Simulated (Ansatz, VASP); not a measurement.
## One calculation of KF, two programs

```
CELL_PARAMETERS angstrom
0.00000 2.66682 2.67350
2.68018 0.00000 2.67350
2.68018 2.66682 0.00000
ATOMIC_POSITIONS crystal
K 0.00000 0.00000 0.00000
F 0.50000 0.50000 0.50000
```

Change from the starting cell: strain +0.0025 x Voigt [1, -1, 0, 0, 0, 0], atoms carried along.

Alike in both runs: task single point; functional PBE; k mesh 8 × 8 × 8; occupations gaussian, width 0.05 eV; no spin polarisation.

|  | VASP | Ansatz |
| --- | --- | --- |
| version | VASP 6.6.1 | Ansatz 0.2.0 |
| potentials or method | VASP PAW PBE potentials, release 64 (K_sv, F), cutoff 520 eV | scalar-relativistic, plane waves, PAW |
| valence electrons in the cell | 16 | 16 |

```tsv
	VASP	Ansatz	Ansatz less VASP
gap on the k mesh at the Fermi level (eV)	6.15	6.17	+0.016
least direct gap on the mesh (eV)	6.15	6.17	+0.016
pressure (GPa)	1.4	1.3	-0.04
traceless stress, the component that is largest in VASP (GPa)	0.15	0.14	-0.006
```

With one functional, cell and mesh, what is left measures potentials, basis and numerics.
